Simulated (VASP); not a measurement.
# Al (Fm-3m) in VASP: notebook, part 2 of 2

VASP 6.6.1. The steps go on from the part before.

## Step 3: Relaxation of cell and atoms, PBEsol

This run uses another cell than the first one, of 16.60 Å³/atom.

The input, INCAR:

```
SYSTEM = Al
PREC = Accurate
ENCUT = 600
EDIFF = 1E-6
ISMEAR = -1
SIGMA = 0.1
LREAL = .False.
LASPH = .True.
NELM = 60
ALGO = Normal
ISIF = 3
LWAVE = .False.
LCHARG = .False.
GGA = PS
IBRION = 2
NSW = 80
EDIFFG = -0.02
```

The input, KPOINTS:

```
Automatic mesh
0
Gamma
  18 18 18
  0 0 0
```

The input, POSCAR:

```
Al
1.0
    0.0000000000      2.0248100000      2.0248100000
    2.0248100000      0.0000000000      2.0248100000
    2.0248100000      2.0248100000      0.0000000000
Al
1
Direct
    0.0000000000      0.0000000000      0.0000000000
```

Potentials or basis: VASP PAW PBE potentials, release 64 (Al).

Launch:

```console
cat potpaw_PBE.64/Al/POTCAR > POTCAR
mpirun -np 1 vasp_std > vasp.out
```

OUTCAR:

```text
SYSTEM = Al
   PREC = Accurate
   ENCUT = 600
   EDIFF = 1E-6
   ISMEAR = -1
   LREAL = .False.
   LASPH = .True.
   NELM = 60
   ISIF = 3
   GGA = PS
   IBRION = 2
   NSW = 80
   EDIFFG = -0.02

 ion  position               nearest neighbor table
   1  0.000  0.000  0.000-

  LATTYP: Found a face centered cubic cell.
 ALAT       =     4.0496200000

  Lattice vectors:

 A1 = (   0.0000000000,   2.0248100000,   2.0248100000)
 A2 = (   2.0248100000,   0.0000000000,   2.0248100000)
 A3 = (   2.0248100000,   2.0248100000,   0.0000000000)

Analysis of symmetry for initial positions (statically):
=====================================================================
 Subroutine PRICEL returns:
 Original cell was already a primitive cell.

 Routine SETGRP: Setting up the symmetry group for a
 face centered cubic supercell.

 Subroutine GETGRP returns: Found 48 space group operations
 (whereof 48 operations were pure point group operations)
 out of a pool of 48 trial point group operations.

The static configuration has the point symmetry O_h .

Analysis of symmetry for dynamics (positions and initial velocities):
=====================================================================
 Subroutine PRICEL returns:
 Original cell was already a primitive cell.

 Routine SETGRP: Setting up the symmetry group for a
 face centered cubic supercell.

 Subroutine GETGRP returns: Found 48 space group operations
 (whereof 48 operations were pure point group operations)
 out of a pool of 48 trial point group operations.

The dynamic configuration has the point symmetry O_h .

 Subroutine INISYM returns: Found 48 space group operations
 (whereof 48 operations are pure point group operations),
 and found     1 'primitive' translations

----------------------------------------------------------------------------------------

                                     Primitive cell

  volume of cell :      16.6029
[... 116 lines left out ...]
   LEPSILON=     F    determine dielectric tensor
   LRPA    =     F    only Hartree local field effects (RPA)
 conjugate gradient relaxation of ions
 non-spin polarized calculation
  energy-cutoff  :      600.00
  volume of cell :       16.60
 maximum number of plane-waves:       568
   NGX = 11   NGY = 11   NGZ = 11

--------------------------------------- Ionic step        1  -------------------------------------------

 number of electron       3.0000000 magnetization

 Free energy of the ion-electron system (eV)
  ---------------------------------------------------
  ext. energy  EPLUGINS =         0.00000000
  ---------------------------------------------------
  free energy    TOTEN  =        -4.09479992 eV

  energy without entropy =       -4.08023357  energy(sigma->0) =       -4.08751674

------------------------ aborting loop because EDIFF is reached ----------------------------------------

  FORCE on cell =-STRESS in cart. coord.  units (eV):
  Direction    XX          YY          ZZ          XY          YZ          ZX
  --------------------------------------------------------------------------------------
  -------------------------------------------------------------------------------------
  Total       -0.1993231     -0.1993231     -0.1993231      0.0000000      0.0000000      0.0000000
  in kB      -19.2347035    -19.2347035    -19.2347035      0.0000000      0.0000000      0.0000000
  external PRESSURE =     -19.2347035 kB  Pullay stress =       0.0000000 kB
[... 57 lines left out ...]
--------------------------------------- Ionic step        3  -------------------------------------------

 number of electron       3.0000000 magnetization

 Free energy of the ion-electron system (eV)
  ---------------------------------------------------
  ext. energy  EPLUGINS =         0.00000000
  ---------------------------------------------------
  free energy    TOTEN  =        -4.09730261 eV

  energy without entropy =       -4.08293285  energy(sigma->0) =       -4.09011773

 E-fermi :   8.1326     XC(G=0): -10.3249

 val. band max:        8.1214288360   @ k =  -0.2778   0.2778   0.0556
 cond. band min:       8.1442773510   @ k =  -0.4444   0.3333   0.1111
 fundamental gap:      0.0228485149
 Fermi energy:         8.1326010140

 k-point     1 :       0.0000    0.0000    0.0000
  band No.  band energies     occupation
      1      -3.1140      2.00000
      2      20.8431      0.00000
      3      20.8431      0.00000
      4      20.8431      0.00000
      5      22.4763      0.00000
[... 177 lines left out ...]
 k-point    24 :      -0.2222    0.0556    0.0000
  band No.  band energies     occupation
      1      -1.4533      2.00000
      2      12.0211      0.00000
      3      17.5308      0.00000
      4      20.4082      0.00000
      5      22.1662      0.00000

 [... further k-points ...]

------------------------ aborting loop because EDIFF is reached ----------------------------------------

  FORCE on cell =-STRESS in cart. coord.  units (eV):
  Direction    XX          YY          ZZ          XY          YZ          ZX
  --------------------------------------------------------------------------------------
  -------------------------------------------------------------------------------------
  Total        0.0002888      0.0002888      0.0002888     -0.0000000     -0.0000000      0.0000000
  in kB        0.0285675      0.0285675      0.0285675     -0.0000000     -0.0000000      0.0000000
  external PRESSURE =       0.0285675 kB  Pullay stress =       0.0000000 kB
[... 16 lines left out ...]
  FREE ENERGIE OF THE ION-ELECTRON SYSTEM (eV)
  ---------------------------------------------------
  free  energy   TOTEN  =        -4.0973026063 eV

  energy  without entropy=       -4.0829328505  energy(sigma->0) =       -4.09011773

 reached required accuracy - stopping structural energy minimisation
```

OSZICAR:

```text
N       E                     dE             d eps       ncg     rms          rms(c)
DAV:   1    -0.157843340704E+01   -0.15784E+01   -0.97055E+02  1980   0.385E+02
DAV:   2    -0.409770199603E+01   -0.25193E+01   -0.22962E+01  2440   0.340E+01
DAV:   3    -0.412308247593E+01   -0.25380E-01   -0.25114E-01  2645   0.399E+00
[... 14 lines left out ...]
       N       E                     dE             d eps       ncg     rms          rms(c)
DAV:   1    -0.409731065057E+01   -0.80117E-04   -0.83318E-04  2450   0.186E-01    0.250E-02
DAV:   2    -0.409730609989E+01    0.45507E-05   -0.55644E-06  2120   0.203E-02    0.895E-03
DAV:   3    -0.409730297856E+01    0.31213E-05   -0.95371E-07  1610   0.602E-03    0.275E-03
DAV:   4    -0.409730260635E+01    0.37221E-06   -0.13262E-07  1110   0.246E-03
   3 F= -.40973026E+01 E0= -.40901177E+01  d E =-.250269E-02
```

It took 45 s on 1 thread of AMD EPYC 7R13, shared host; peak memory 0.12 GiB.

What came out:

* Free energy: -4.0973 eV
* Relaxed volume: 16.20 Å³/atom
* Relaxed cell: a = 2.840 Å, b = 2.840 Å, c = 2.840 Å, α = 60.00°, β = 60.00°, γ = 60.00°
* Space group after relaxing (to 0.1 Å): Fm-3m (No. 225)
* Energy gained by relaxing: 2.5 meV/atom
* Ionic steps: 3
* Pressure after relaxing: 0.0 GPa
* Band gap on the k mesh: zero (an odd number of electrons rules out a gap without spin polarisation)

The path:
```csv
step,energy change (eV),largest force (eV/Å),pressure (GPa),volume (Å³)
1,0.0000,0.0000,-1.92,16.60
2,-0.0024,0.0000,0.35,16.13
3,-0.0025,0.0000,0.00,16.20
```

Final structure:
```yaml
crystal:
  lattice:
    - [0.00000, 2.00812, 2.00812]
    - [2.00812, 0.00000, 2.00812]
    - [2.00812, 2.00812, 0.00000]
  atoms:
    - { symbol: Al, position: [0.00000, 0.00000, 0.00000] }
```

Caveat: the PAW data sets were made with another functional, which shifts forces and pressure a little.
